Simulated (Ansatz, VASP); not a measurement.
# Mg: VASP beside Ansatz

The input INCAR:

```
SYSTEM = Mg
PREC     = Accurate       ! precision mode
ENCUT    = 520            ! plane-wave cutoff, eV
EDIFF    = 1E-6           ! SCF threshold, eV
ISMEAR   = -1             ! smearing method
SIGMA    = 0.05           ! smearing width, eV
LREAL    = .FALSE.        ! projectors in reciprocal space
LASPH    = .TRUE.         ! aspherical terms in the spheres
NELM     = 60             ! most SCF steps
ALGO     = Normal         ! electronic algorithm
ISIF     = 2              ! what is computed and relaxed
LWAVE    = .FALSE.        ! write WAVECAR
LCHARG   = .FALSE.        ! write CHGCAR
GGA      = RP             ! functional
IVDW     = 12             ! dispersion correction
NBANDS   = 9              ! bands
```

KPOINTS

```
Automatic mesh
0
G
  10 10 5
  0 0 0
```

POSCAR

```
Mg
1.0
    3.1877604248      0.0000000000      0.0000000000
   -1.5938802124      2.7606815091      0.0000000000
    0.0000000000      0.0000000000      5.1753304900
Mg
2
Direct
    0.6666666667      0.3333333333      0.7500000000
    0.3333333333      0.6666666667      0.2500000000
```

File input.yaml:

```yaml
crystal:
  lattice:
    - [3.1877604248, 0.0, 0.0]
    - [-1.5938802124, 2.7606815091, 0.0]
    - [0.0, 0.0, 5.17533049]
  atoms:
    - { symbol: Mg, position: [0.6666666667, 0.3333333333, 0.75] }
    - { symbol: Mg, position: [0.3333333333, 0.6666666667, 0.25] }
hamiltonian:
  xc: rpbe
  pseudopotentials: { kind: paw }
  dispersion: d3bj
kpoints:
  mp_grid: { grid: [10, 10, 5] }
scf:
  occupations: { method: fermi_dirac, width: 0.05 }
output:
  forces: true
  stress: true
  eigenvalues: true
  write_density: true
  write_potential: true
  elf: true
  volumetric_format: npy
```

Alike in both runs: task single point; functional RPBE; dispersion D3(BJ); k mesh 10 × 10 × 5; occupations fermi-dirac, width 0.05 eV; no spin polarisation.

```csv
,VASP,Ansatz
version,VASP 6.6.1,Ansatz 0.2.0
potentials or method,"VASP PAW PBE potentials, release 64 (Mg)",Ansatz PAW
plane-wave cutoff (eV),520,420
valence electrons in the cell,4,20
```

|  | VASP | Ansatz | Ansatz less VASP |
| --- | --- | --- | --- |
| gap on the k mesh at the Fermi level (eV) | none | none | - |
| pressure (GPa) | -12.9 | -12.7 | +0.20 |
| traceless stress, the component that is largest in VASP (GPa) | 0.68 | 0.68 | -0.003 |

VASP's potentials were made for PBE, not for RPBE. A gap of «none» marks a metal or a gap that the smearing closes. VASP's potentials hold 4 valence electrons a cell and Ansatz's 20, so a difference there can come from the potentials and not from the codes.
